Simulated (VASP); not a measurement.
Input of a VASP 6.6.1 run:

The input INCAR:

```
  ALGO = Normal
  EDIFF = 1E-6
  EDIFFG = -0.005
  ENCUT = 600
  GGA = PE
  IBRION = 2
  ISIF = 3
  ISMEAR = -1
  LASPH = True
  LCHARG = False
  LREAL = False
  LWAVE = False
  NELM = 100
  NSW = 60
  PREC = Accurate
  PSTRESS = 1900.0
  SIGMA = 0.1
```

File KPOINTS:

```
k-points
0
Gamma
  16 16 16
```

Contents of POSCAR:

```
W
1.0
    2.2990591928      0.0000000000      0.0000000000
    0.0000000000      2.2990591928      0.0000000000
    0.0000000000      0.0000000000      2.2990591928
W
1
Direct
    0.0000000000      0.0000000000      0.0000000000
```

Potentials or basis: VASP PAW PBE potentials, release 64 (W_sv).

Command:

```bash
$ cat potpaw_PBE.64/W_sv/POTCAR > POTCAR
$ mpirun -np 1 vasp_std > vasp.out
```

Q: Predict the relaxed volume.

A: 12.48 Å³/atom.

Q: What does it give for the space group after relaxing (to 0.05 Å)?

A: Pm-3m (No. 221).

Q: Predict the band gap on the k mesh.

A: Zero (band 7 reaches 17.85 eV, above the bottom of band 8 at 13.49 eV).

Q: Estimate the relaxed cell.

A: a = 2.319 Å, b = 2.319 Å, c = 2.319 Å, α = 90.00°, β = 90.00°, γ = 90.00°.

Final structure:
```
CELL_PARAMETERS angstrom
2.31925 0.00000 0.00000
0.00000 2.31925 0.00000
0.00000 0.00000 2.31925
ATOMIC_POSITIONS crystal
W 0.00000 0.00000 0.00000
```

Caveat: the cell is relaxed towards a set pressure, so the enthalpy falls and the energy may rise; spin-orbit coupling is left out, which moves the levels of the heavy elements.
